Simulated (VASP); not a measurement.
# CdO (Fm-3m) in VASP: further runs

Runs on CdO. Level: r2SCAN. Tasks: single point.

Program: VASP 6.6.1. These are calculated values, not measurements. Logs are shortened: lines on timing, memory, paths and dates and some standing lists are left out, and cuts for length are marked.

### 1 The cell of the first run

The structure is cubic, space group Fm-3m (No. 225). Conventional cell: a = 4.612 Å, b = 4.612 Å, c = 4.612 Å, α = 90.00°, β = 90.00°, γ = 90.00°. Within 3.0 Å of Cd (site symmetry m-3m) lie 6 O at 2.31 Å. Within 3.0 Å of O (site symmetry m-3m) lie 6 Cd at 2.31 Å.

### 2 Single point, r2SCAN (equal strain along all axes, cell held: -2.0 %)

POSCAR reads:

```
CdO
1.0
    2.3059588850      2.3059588850      0.0000000000
   -2.3059588850      2.3059588850      0.0000000000
    0.0000000000      0.0000000000      4.6119177699
Cd O
2 2
Direct
    0.0000000000      0.0000000000      0.0000000000
    0.5000000000      0.5000000000      0.5000000000
    0.5000000000      0.5000000000      0.0000000000
    0.0000000000      0.0000000000      0.5000000000
```

INCAR.step1 reads:

```
SYSTEM = CdO
  ALGO = Normal
  EDIFF = 1E-5
  ENCUT = 660
  GGA = PE
  GGA_COMPAT = .FALSE.
  ISMEAR = 0
  LASPH = .TRUE.
  LCHARG = .FALSE.
  LREAL = .FALSE.
  LWAVE = .TRUE.
  NBANDS = 26
  NELM = 120
  PREC = Accurate
  SIGMA = 0.1
```

INCAR.step2 reads:

```
SYSTEM = CdO
  ALGO = Normal
  EDIFF = 1E-6
  ENCUT = 660
  GGA_COMPAT = .FALSE.
  ISIF = 2
  ISMEAR = 0
  ISTART = 1
  LASPH = .TRUE.
  LCHARG = .TRUE.
  LELF = .TRUE.
  LMIXTAU = .TRUE.
  LREAL = .FALSE.
  LVHAR = .TRUE.
  LWAVE = .FALSE.
  METAGGA = R2SCAN
  NBANDS = 26
  NELM = 120
  PREC = Accurate
  SIGMA = 0.1
```

KPOINTS reads:

```
k-points
0
G
  16 16 12
  0 0 0
```

Potentials or basis: VASP PAW PBE potentials, release 64 (Cd, O).

On the command line:

```console
$ cat potpaw_PBE.64/Cd/POTCAR potpaw_PBE.64/O/POTCAR > POTCAR
$ cp INCAR.step1 INCAR
$ mpirun -np 1 vasp_std > vasp.out
$ cp INCAR.step2 INCAR
$ mpirun -np 1 vasp_std > vasp.out
```

OUTCAR:

```text
SYSTEM = CdO
   EDIFF = 1E-6
   ENCUT = 660
   ISIF = 2
   ISMEAR = 0
   ISTART = 1
   LASPH = .TRUE.
   LREAL = .FALSE.
   METAGGA = R2SCAN
   NELM = 120
   PREC = Accurate

 ion  position               nearest neighbor table
   1  0.000  0.000  0.000-   4 2.31   4 2.31   3 2.31   3 2.31   3 2.31   3 2.31   2 3.26   2 3.26
                             2 3.26   2 3.26   2 3.26   2 3.26   2 3.26   2 3.26
   2  0.500  0.500  0.500-   3 2.31   3 2.31   4 2.31   4 2.31   4 2.31   4 2.31   1 3.26   1 3.26
                             1 3.26   1 3.26   1 3.26   1 3.26   1 3.26   1 3.26
   3  0.500  0.500  0.000-   2 2.31   2 2.31   1 2.31   1 2.31   1 2.31   1 2.31
   4  0.000  0.000  0.500-   1 2.31   1 2.31   2 2.31   2 2.31   2 2.31   2 2.31

  LATTYP: Found a simple tetragonal cell.
 ALAT       =     3.2611183294
 C/A-ratio  =     1.4142135623

  Lattice vectors:

 A1 = (   2.3059588850,   2.3059588850,   0.0000000000)
 A2 = (  -2.3059588850,   2.3059588850,   0.0000000000)
 A3 = (   0.0000000000,   0.0000000000,   4.6119177699)

Analysis of symmetry for initial positions (statically):
=====================================================================
 Subroutine PRICEL returns following result:

  LATTYP: Found a face centered cubic cell.
 ALAT       =     4.6119177699

  Lattice vectors:

 A1 = (   0.0000000000,  -2.3059588850,  -2.3059588849)
 A2 = (   2.3059588850,   0.0000000000,  -2.3059588849)
 A3 = (   2.3059588850,  -2.3059588850,   0.0000000000)

   2 primitive cells build up your supercell.

 Routine SETGRP: Setting up the symmetry group for a
 simple tetragonal supercell.

 Subroutine GETGRP returns: Found 16 space group operations
 (whereof 16 operations were pure point group operations)
 out of a pool of 16 trial point group operations.

The static configuration has the point symmetry D_4h.

Analysis of symmetry for dynamics (positions and initial velocities):
=====================================================================
 Subroutine PRICEL returns following result:

  LATTYP: Found a face centered cubic cell.
 ALAT       =     4.6119177699

  Lattice vectors:

 A1 = (   0.0000000000,  -2.3059588850,  -2.3059588849)
 A2 = (   2.3059588850,   0.0000000000,  -2.3059588849)
 A3 = (   2.3059588850,  -2.3059588850,   0.0000000000)

   2 primitive cells build up your supercell.

 Routine SETGRP: Setting up the symmetry group for a
 simple tetragonal supercell.

 Subroutine GETGRP returns: Found 16 space group operations
 (whereof 16 operations were pure point group operations)
 out of a pool of 16 trial point group operations.

The dynamic configuration has the point symmetry D_4h.

 Subroutine INISYM returns: Found 16 space group operations
 (whereof 16 operations are pure point group operations),
 and found     2 'primitive' translations

----------------------------------------------------------------------------------------

                                     Primitive cell

  volume of cell :      24.5236

  direct lattice vectors                    reciprocal lattice vectors
     0.000000000 -2.305958885 -2.305958885    -0.216829538 -0.216829538 -0.216829538
     2.305958885  0.000000000 -2.305958885     0.216829538  0.216829538 -0.216829538
     2.305958885 -2.305958885  0.000000000     0.216829538 -0.216829538  0.216829538

  length of vectors
     3.261118329  3.261118329  3.261118329     0.375559777  0.375559777  0.375559777

  position of ions in fractional coordinates (direct lattice)
     0.000000000  0.000000000  0.000000000
     0.500000000  0.500000000  0.500000000

  ion indices of the primitive-cell ions
   primitive index   ion index
                 1           1
                 2           4

----------------------------------------------------------------------------------------

 KPOINTS: k-points

Automatic generation of k-mesh.
 Grid dimensions read from file:
 generate k-points for:   16   16   12

 Generating k-lattice:

  Cartesian coordinates                     Fractional coordinates (reciprocal lattice)
     0.013551846  0.013551846  0.000000000     0.062500000  0.000000000  0.000000000
    -0.013551846  0.013551846  0.000000000     0.000000000  0.062500000  0.000000000
     0.000000000  0.000000000  0.018069128     0.000000000  0.000000000  0.083333333

  Length of vectors
     0.019165205  0.019165205  0.018069128

  Shift w.r.t. Gamma in fractional coordinates (k-lattice)
     0.000000000  0.000000000  0.000000000

 Subroutine IBZKPT returns following result:
 ===========================================

 Found    315 irreducible k-points:

 Following reciprocal coordinates:
            Coordinates               Weight
  0.000000  0.000000  0.000000      1.000000
  0.062500  0.000000  0.000000      4.000000
  0.125000  0.000000  0.000000      4.000000
  0.187500  0.000000  0.000000      4.000000
  0.250000  0.000000  0.000000      4.000000
  0.312500  0.000000  0.000000      4.000000
[... 16 lines left out ...]
  0.437500  0.125000  0.000000      8.000000
  0.500000  0.125000  0.000000      4.000000
 [... further k-points ...]
   k-points           NKPTS =    315   k-points in BZ     NKDIM =    315   number of bands    NBANDS=     26
   number of dos      NEDOS =    301   number of ions     NIONS =      4
   total plane-waves  NPLWV =  31360
   dimension x,y,z NGX =    28 NGY =   28 NGZ =   40
   dimension x,y,z NGXF=    56 NGYF=   56 NGZF=   80
   ions per type =               2   2
   NGX,Y,Z   is equivalent  to a cutoff of  14.27, 14.27, 14.42 a.u.
   NGXF,Y,Z  is equivalent  to a cutoff of  28.55, 28.55, 28.84 a.u.
 SYSTEM =  CdO
   PREC   = accura    normal or accurate (medium, high low for compatibility)
   ISTART =      1    job   : 0-new  1-cont  2-samecut
   ICHARG =      0    charge: 1-file 2-atom 10-const
   ISPIN  =      1    spin polarized calculation?
   LNONCOLLINEAR =      F non collinear calculations
   LSORBIT =      F    spin-orbit coupling
   LASPH  =      T    aspherical Exc in radial PAW
   ENCUT  =  660.0 eV  48.51 Ry    6.96 a.u.   6.83  6.83  9.66*2*pi/ulx,y,z
   NELM   =    120;   NELMIN=  2; NELMDL=  0     # of ELM steps
   EDIFF  = 0.1E-05   stopping-criterion for ELM
   LREAL  =      F    real-space projection
   EDIFFG = 0.1E-04   stopping-criterion for IOM
   NSW    =      0    number of steps for IOM
   IBRION =     -1    ionic relax: 0-MD 1-quasi-New 2-CG
   NFREE  =      0    steps in history (QN), initial steepest desc. (CG)
   ISIF   =      2    stress and relaxation
   ISYM   =      2    0-nonsym 1-usesym 2-fastsym
   POTIM  = 0.5000    time-step for ionic-motion
   TEBEG  =    0.0;   TEEND  =   0.0 temperature during run
   PSTRESS=    0.0 pullay stress
   NELECT =      36.0000    total number of electrons
   NUPDOWN=      -1.0000    fix difference up-down
   EMIN   =  10.00;   EMAX   =-10.00  energy-range for DOS
   EFERMI =   0.00;   METHOD = LEGACY
   ISMEAR =     0;   SIGMA  =   0.10  broadening in eV -4-tet -1-fermi 0-gaus
   EFERMI_NEDOS =   21; number of points for ismear=-14 and -15
   IALGO  =     38    algorithm
   IMIX   =      4    mixing-type and parameters
     AMIX     =   0.40;   BMIX     =  1.00
     AMIX_MAG =   1.60;   BMIX_MAG =  1.00
  volume/ion in A,a.u.               =      12.26        82.75
  Fermi-wavevector in a.u.,A,eV,Ry     =   1.476740  2.790634 29.671065  2.180762
  Thomas-Fermi vector in A             =   2.591230
   LORBIT       =      0    0 simple, 1 ext, 2 COOP (PROOUT), +10 PAW based schemes
   METAGGA = R2SCAN    functional components
   LHFCALC =     F    Hartree Fock is set to
   AEXX    =    0.0000 exact exchange contribution
   IVDW    =     0    specifies the selected vdW correction
   LEPSILON=     F    determine dielectric tensor
   LRPA    =     F    only Hartree local field effects (RPA)
 non-spin polarized calculation
 Gauss-broadening in eV      SIGMA  =   0.10
  energy-cutoff  :      660.00
  volume of cell :       49.05
 maximum number of plane-waves:      1920
 NGX is ok and might be reduce to    28
   NGX = 13   NGY = 13   NGZ = 19

 number of electron      36.0000010 magnetization

 Free energy of the ion-electron system (eV)
  ---------------------------------------------------
  ext. energy  EPLUGINS =         0.00000000
  ---------------------------------------------------
  free energy    TOTEN  =       -56.99083521 eV

  energy without entropy =      -56.99077144  energy(sigma->0) =      -56.99080332

 E-fermi :   2.4394     XC(G=0): -12.6756

 val. band max:        2.2750943385   @ k =   0.5000   0.0000   0.5000
 cond. band min:       2.4687225303   @ k =   0.0000   0.0000   0.0000
 fundamental gap:      0.1936281919
 Fermi energy:         2.4393504072

 k-point     1 :       0.0000    0.0000    0.0000
  band No.  band energies     occupation
      1     -16.4748      2.00000
      2     -15.8007      2.00000
      3      -5.2310      2.00000
      4      -4.7150      2.00000
      5      -4.7150      2.00000
      6      -4.7150      2.00000
[... 18 lines left out ...]
     25      18.0990      0.00000
     26      20.4587      0.00000

 k-point     2 :       0.0625    0.0000    0.0000
  band No.  band energies     occupation
      1     -16.4551      2.00000
      2     -15.7920      2.00000
      3      -5.2233      2.00000
      4      -4.7265      2.00000
      5      -4.7095      2.00000
      6      -4.7066      2.00000
[... 18 lines left out ...]
     25      17.7658      0.00000
     26      19.9758      0.00000

 k-point     3 :       0.1250    0.0000    0.0000
  band No.  band energies     occupation
      1     -16.3976      2.00000
      2     -15.7679      2.00000
      3      -5.2070      2.00000
      4      -4.7591      2.00000
      5      -4.7115      2.00000
      6      -4.6821      2.00000
[... 572 lines left out ...]
 k-point    23 :       0.4375    0.1250    0.0000
  band No.  band energies     occupation
      1     -15.8277      2.00000
      2     -15.6975      2.00000
      3      -5.3136      2.00000
      4      -5.2903      2.00000
      5      -5.0859      2.00000
      6      -5.0198      2.00000
[... 18 lines left out ...]
     25      15.9477      0.00000
     26      16.7062      0.00000

 k-point    24 :       0.5000    0.1250    0.0000
  band No.  band energies     occupation
      1     -15.7493      2.00000
      2     -15.7493      2.00000
      3      -5.3035      2.00000
      4      -5.3035      2.00000
      5      -5.0987      2.00000
      6      -5.0987      2.00000
[... 18 lines left out ...]
     25      16.2966      0.00000
     26      16.2966      0.00000

 [... further k-points ...]
[... 5 lines left out ...]
  --------------------------------------------------------------------------------------
  -------------------------------------------------------------------------------------
  Total        3.8238378      3.8238378      3.8252424      0.0000000      0.0000000      0.0000000
  in kB      124.9094713    124.9094713    124.9553551      0.0000000      0.0000000      0.0000000
  external PRESSURE =     124.9247659 kB  Pullay stress =       0.0000000 kB

 VOLUME and BASIS-vectors are now :
 -----------------------------------------------------------------------------
  energy-cutoff  :      660.00
  volume of cell :       49.05
      direct lattice vectors                 reciprocal lattice vectors
     2.305958885  2.305958885  0.000000000     0.216829538  0.216829538  0.000000000
    -2.305958885  2.305958885  0.000000000    -0.216829538  0.216829538  0.000000000
     0.000000000  0.000000000  4.611917770     0.000000000  0.000000000  0.216829538

 POSITION                                       TOTAL-FORCE (eV/Angst)
 -----------------------------------------------------------------------------------
      0.00000      0.00000      0.00000        -0.000000     -0.000000      0.000000
      0.00000      2.30596      2.30596        -0.000000     -0.000000     -0.000000
      0.00000      2.30596      0.00000         0.000000      0.000000      0.000000
      0.00000      0.00000      2.30596         0.000000      0.000000      0.000000
 -----------------------------------------------------------------------------------
    total drift:                               -0.000000      0.000000      0.000000

  FREE ENERGIE OF THE ION-ELECTRON SYSTEM (eV)
  ---------------------------------------------------
  free  energy   TOTEN  =       -56.9908352075 eV

  energy  without entropy=      -56.9907714424  energy(sigma->0) =      -56.99080332
```

Wall time 25 min (1 thread of Oxide Virtual Turin-like, shared host); peak memory 0.51 GiB.

Results:

```yaml
Free_energy: -56.9908 eV
Pressure: 12.5 GPa
Band_gap_on_the_k_mesh: 0.19 eV
```

Caveat: the cell differs from its parent crystal (equal strain along all axes, cell held: -2.0 %); the cell stands under pressure; semilocal functionals underestimate gaps, and a narrow one can read as zero; the PAW data sets were made with another functional, which shifts forces and pressure a little.

### 3 Single point, r2SCAN (equal strain along all axes, cell held: +4.0 %)

POSCAR reads:

```
CdO
1.0
    2.4471400412      2.4471400412      0.0000000000
   -2.4471400412      2.4471400412      0.0000000000
    0.0000000000      0.0000000000      4.8942800824
Cd O
2 2
Direct
    0.0000000000      0.0000000000      0.0000000000
    0.5000000000      0.5000000000      0.5000000000
    0.5000000000      0.5000000000      0.0000000000
    0.0000000000      0.0000000000      0.5000000000
```

INCAR.step1 reads:

```
  PREC = Accurate
  ENCUT = 660
  ISMEAR = 0
  SIGMA = 0.1
  LREAL = False
  LASPH = True
  NELM = 120
  NBANDS = 26
  GGA = PE
  ALGO = Normal
  EDIFF = 1E-5
  LWAVE = True
  LCHARG = False
  GGA_COMPAT = False
```

INCAR.step2 reads:

```
  PREC = Accurate
  ENCUT = 660
  EDIFF = 1E-6
  ISMEAR = 0
  SIGMA = 0.1
  LREAL = False
  LASPH = True
  NELM = 120
  ALGO = Normal
  ISIF = 2
  LWAVE = False
  LCHARG = False
  METAGGA = R2SCAN
  LMIXTAU = True
  NBANDS = 26
  ISTART = 1
  GGA_COMPAT = False
```

KPOINTS reads:

```
regular mesh
0
Gamma
  16 16 12
```

Potentials or basis: VASP PAW PBE potentials, release 64 (Cd, O).

On the command line:

```console
$ cat potpaw_PBE.64/Cd/POTCAR potpaw_PBE.64/O/POTCAR > POTCAR
$ cp INCAR.step1 INCAR
$ mpirun -np 1 vasp_std > vasp.out
$ cp INCAR.step2 INCAR
$ mpirun -np 1 vasp_std > vasp.out
```

Wall time 34 min (1 thread of Oxide Virtual Turin-like, shared host); peak memory 0.6 GiB.

The run converged. Its results:

| Property | Result |
| --- | --- |
| Free energy | -56.8843 eV |
| Pressure | -12.4 GPa |
| Band gap on the k mesh | zero (bands 18 and 19 overlap by 0.17 eV) |

Levels at points of the mesh, in eV from the Fermi level:
```tsv
k point	band 14	band 15	band 16	band 17	band 18	band 19	band 20	band 21	band 22	band 23
(0.00, 0.00, 0.00)	-1.91	-1.91	-1.07	-1.07	-1.07	-0.31	3.88	8.60	11.15	13.12
(0.50, 0.00, 0.00)	-3.11	-1.86	-1.86	-0.22	-0.22	5.11	5.11	8.43	8.43	9.55
(0.50, 0.50, 0.00)	-3.65	-1.91	-1.91	-1.91	-1.91	3.88	3.88	8.60	8.60	11.15
(0.00, 0.00, 0.50)	-2.68	-1.37	-1.37	-1.37	-1.37	3.43	3.43	10.61	10.61	12.24
(0.50, 0.00, 0.50)	-3.64	-0.14	-0.14	-0.14	-0.14	4.80	4.80	6.99	6.99	11.99
(0.50, 0.50, 0.50)	-2.60	-2.60	-2.60	-1.72	-1.72	5.77	5.77	9.01	9.01	9.01
```

Caveat: the cell differs from its parent crystal (equal strain along all axes, cell held: +4.0 %); the cell stands under tension; semilocal functionals underestimate gaps, and a narrow one can read as zero; the PAW data sets were made with another functional, which shifts forces and pressure a little.

The gap in the log of VASP goes by the Fermi energy; the results here count the filled bands.